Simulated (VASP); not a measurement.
Input of a VASP 6.6.1 run:

The input INCAR:

```
SYSTEM = Ca
PREC = Accurate ; ENCUT = 520
EDIFF = 1E-6 ; ISMEAR = -1
SIGMA = 0.1 ; LREAL = .FALSE.
LASPH = .TRUE. ; NELM = 80
ALGO = Normal ; ISIF = 2
LWAVE = .FALSE. ; LCHARG = .FALSE.
GGA = PS ; NBANDS = 11
```

Contents of KPOINTS:

```
regular mesh
0
G
  12 12 12
  0 0 0
```

File POSCAR:

```
Ca
1.0
   -2.2465964027      2.2465964027      2.2465964027
    2.2465964027     -2.2465964027      2.2465964027
    2.2465964027      2.2465964027     -2.2465964027
Ca
1
Direct
    0.0000000000      0.0000000000      0.0000000000
```

Potentials or basis: VASP PAW PBE potentials, release 64 (Ca_sv).

Command:

```bash
$ cat potpaw_PBE.64/Ca_sv/POTCAR > POTCAR
$ mpirun -np 1 vasp_std > vasp.out
```

Q: Predict the band gap on the k mesh.

A: Zero (bands 5 and 6 overlap by 0.41 eV).

Q: Predict the pressure.

A: -1.7 GPa.

Caveat: the PAW data sets were made with another functional, which shifts forces and pressure a little.
